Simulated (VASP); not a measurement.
KF:

```
K F
1.0
     3.53769    0.00000    0.00000
    -1.76885    3.06373    0.00000
     0.00000    0.00000    6.47881
K F
2 2
Cartesian
  0.0000 0.0000 0.0000
  0.0000 0.0000 3.2394
  0.0000 2.0425 1.6197
  1.7688 1.0212 4.8591
```

This cell differs from its parent crystal: biaxial xy strain -3.3%.

Base run:

| Item | Value |
| --- | --- |
| Program | VASP 6.6.1 |
| Functional | r2SCAN |
| Potentials or basis | VASP PAW PBE potentials, release 64 (K_sv, F) |
| Cutoff | 520 eV |
| k mesh | 12 × 12 × 4 |
| Occupations | gaussian, width 0.01 eV |
| Spin | no spin polarisation |

Its results: band gap on the k mesh 7.18 eV; pressure 2.6 GPa.

Q: The run is repeated on the same cell with these changes: functional from r2SCAN to PBE; occupations from gaussian, width 0.01 eV to fermi-dirac, width 0.02 eV. What comes out?

A: Band gap on the k mesh 6.49 eV; pressure 4.9 GPa.

Caveats: the PAW data sets were made with another functional, which shifts forces and pressure a little (at least some runs); the cell stands under pressure (at least some runs).

A k mesh can miss the band edges.
